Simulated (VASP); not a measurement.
LuCd, 2 atoms in the cell. The structure is cubic, space group Pm-3m (No. 221). Conventional cell: a = 3.609 Å, b = 3.609 Å, c = 3.609 Å, α = 90.00°, β = 90.00°, γ = 90.00°. Lu (site symmetry m-3m) has 8 Cd at 3.13 Å and 6 Lu at 3.61 Å within 4.1 Å. Within 4.1 Å of Cd (site symmetry m-3m) lie 8 Lu at 3.13 Å and 6 Cd at 3.61 Å. 

```yaml
Program: VASP 6.6.1
Task: single point
Functional: PBEsol
Potentials_or_basis: VASP PAW PBE potentials, release 64 (Lu, Cd)
Cutoff: 520 eV
k_mesh: 10 × 10 × 10
Occupations: fermi-dirac, width 0.1 eV
Spin: no spin polarisation
Dipole_correction: no
Further_INCAR_settings: ALGO = Normal; EDIFF = 1e-06; NBANDS = 26
```

Potentials or basis: VASP PAW PBE potentials, release 64 (Lu, Cd).

Command:

```bash
$ cat potpaw_PBE.64/Lu/POTCAR potpaw_PBE.64/Cd/POTCAR > POTCAR
$ mpirun -np 1 vasp_std > vasp.out
```

Hardware: 1 thread of Intel(R) Xeon(R) Platinum 8559C (Emerald Rapids), on a shared host.

Task: Estimate the wall time of this run.

Result: It took 32 s on 1 thread of Intel(R) Xeon(R) Platinum 8559C (Emerald Rapids) (shared host), peak memory 0.21 GiB. Counts: scf iterations 12, k points 56.
